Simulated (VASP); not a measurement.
Write the native input for VASP 6.6.1 that does the following.

| Quantity | Value |
| --- | --- |
| Task | relaxation of cell and atoms |
| Functional | r2SCAN |
| Potentials or basis | VASP PAW PBE potentials, release 64 (Al, N) |
| Cutoff | 600 eV |
| k mesh | 8 × 8 × 8 |
| Occupations | gaussian, width 0.01 eV |
| Spin | no spin polarisation |
| Target pressure | 2 GPa |
| Dipole correction | no |
| Further INCAR settings | ALGO = Normal; EDIFF = 1e-06; IBRION = 2; EDIFFG = -0.01; NSW = 80; ISIF = 3 |

AlN:

```
Al N
1.0
     0.00000    2.18399    2.18399
     2.18399    0.00000    2.18399
     2.18399    2.18399    0.00000
Al N
1 1
Direct
  0.00000 0.00000 0.00000
  0.75000 0.75000 0.75000
```

These files were run (other wordings do the same):

POSCAR

```
AlN
1.0
    0.0000000000      2.1839940000      2.1839940000
    2.1839940000      0.0000000000      2.1839940000
    2.1839940000      2.1839940000      0.0000000000
Al N
1 1
Direct
    0.0000000000      0.0000000000      0.0000000000
    0.7500000000      0.7500000000      0.7500000000
```

INCAR.step1

```
SYSTEM = AlN
PREC     = Accurate       ! precision mode
ENCUT    = 600            ! plane-wave cutoff, eV
ISMEAR   = 0              ! smearing method
SIGMA    = 0.01           ! smearing width, eV
LREAL    = .FALSE.        ! projectors in reciprocal space
LASPH    = .TRUE.         ! aspherical terms in the spheres
NELM     = 60             ! most SCF steps
GGA      = PE             ! functional
ALGO     = Normal         ! electronic algorithm
EDIFF    = 1E-4           ! SCF threshold, eV
LWAVE    = .TRUE.         ! write WAVECAR
LCHARG   = .FALSE.        ! write CHGCAR
```

INCAR.step2

```
SYSTEM = AlN
PREC     = Accurate       ! precision mode
ENCUT    = 600            ! plane-wave cutoff, eV
EDIFF    = 1E-6           ! SCF threshold, eV
ISMEAR   = 0              ! smearing method
SIGMA    = 0.01           ! smearing width, eV
LREAL    = .FALSE.        ! projectors in reciprocal space
LASPH    = .TRUE.         ! aspherical terms in the spheres
NELM     = 60             ! most SCF steps
ALGO     = Normal         ! electronic algorithm
ISIF     = 3              ! what is computed and relaxed
LWAVE    = .FALSE.        ! write WAVECAR
LCHARG   = .FALSE.        ! write CHGCAR
METAGGA  = R2SCAN         ! meta-GGA
LMIXTAU  = .TRUE.       
IBRION   = 2              ! ionic algorithm
NSW      = 80             ! ionic steps
EDIFFG   = -0.01          ! ionic threshold
PSTRESS  = 20.0         
ISTART   = 1
```

KPOINTS

```
Automatic mesh
0
G
  8 8 8
  0 0 0
```

Potentials or basis: VASP PAW PBE potentials, release 64 (Al, N).

Command:

```console
$ cat potpaw_PBE.64/Al/POTCAR potpaw_PBE.64/N/POTCAR > POTCAR
$ cp INCAR.step1 INCAR
$ mpirun -np 1 vasp_std > vasp.out
$ cp INCAR.step2 INCAR
$ mpirun -np 1 vasp_std > vasp.out
```

Results of the run:

| Item | Value |
| --- | --- |
| Relaxed volume | 10.32 Å³/atom |
| Relaxed cell | a = 3.079 Å, b = 3.079 Å, c = 3.079 Å, α = 60.00°, β = 60.00°, γ = 60.00° |
| Space group after relaxing (to 0.05 Å) | F-43m (No. 216) |
| Energy change on relaxing (the enthalpy is what falls) | +0.6 meV/atom |
| Ionic steps | 3 |
| Pressure after relaxing | 1.9 GPa |
| Band gap on the k mesh | 3.94 eV, indirect (least direct gap 4.98 eV) |

Caveat: the cell is relaxed towards a set pressure, so the enthalpy falls and the energy may rise; the PAW data sets were made with another functional, which shifts forces and pressure a little.

It took 2.5 min on 1 thread of AMD EPYC 7R43 64-Core Processor (Zen 3), on a shared host, peak memory 0.12 GiB.
